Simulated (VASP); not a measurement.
Wanted: the native input for a VASP 6.6.1 run.

- Task: single point
- Functional: PBE
- Potentials or basis: VASP PAW PBE potentials, release 64 (Cd, S)
- Cutoff: 520 eV
- k mesh: 4 × 4 × 4
- Occupations: gaussian, width 0.1 eV
- Spin: no spin polarisation
- Dipole correction: no
- Further INCAR settings: ALGO = Normal; EDIFF = 1e-07; NBANDS = 30

The structure of CdS5 lies in POSCAR:

```
CdS5
1.0
    0.0000000000      3.8749375087      3.8749375087
    3.8749375087      0.0000000000      3.8749375087
    3.8749375087      3.8749375087      0.0000000000
Cd S
1 5
Direct
    0.0000000000      0.0000000000      0.0000000000
    0.2500000000      0.2500000000      0.2500000000
    0.1749624729      0.6083458424      0.6083458424
    0.6083458424      0.6083458424      0.6083458424
    0.6083458424      0.6083458424      0.1749624729
    0.6083458424      0.1749624729      0.6083458424
```

These files were run (other wordings do the same):

INCAR

```
PREC = Accurate
ENCUT = 520
EDIFF = 1E-7
ISMEAR = 0
SIGMA = 0.1
LREAL = F
LASPH = T
NELM = 60
ALGO = Normal
ISIF = 2
LWAVE = F
LCHARG = F
GGA = PE
NBANDS = 30
```

KPOINTS

```
Automatic mesh
0
Gamma
  4 4 4
```

Potentials or basis: VASP PAW PBE potentials, release 64 (Cd, S).

Run with:

```bash
$ cat potpaw_PBE.64/Cd/POTCAR potpaw_PBE.64/S/POTCAR > POTCAR
$ mpirun -np 1 vasp_std > vasp.out
```

Results of the run:

```yaml
Pressure: -0.1 GPa
Largest_force: 0.072 eV/Å
Band_gap_on_the_k_mesh: zero (band 21 reaches 6.08 eV, above the bottom of band 22 at 4.91 eV)
```

Run time: 17 s on 1 thread of Intel(R) Xeon(R) 6975P-C (Granite Rapids), with other jobs on the host, peak memory 0.24 GiB.
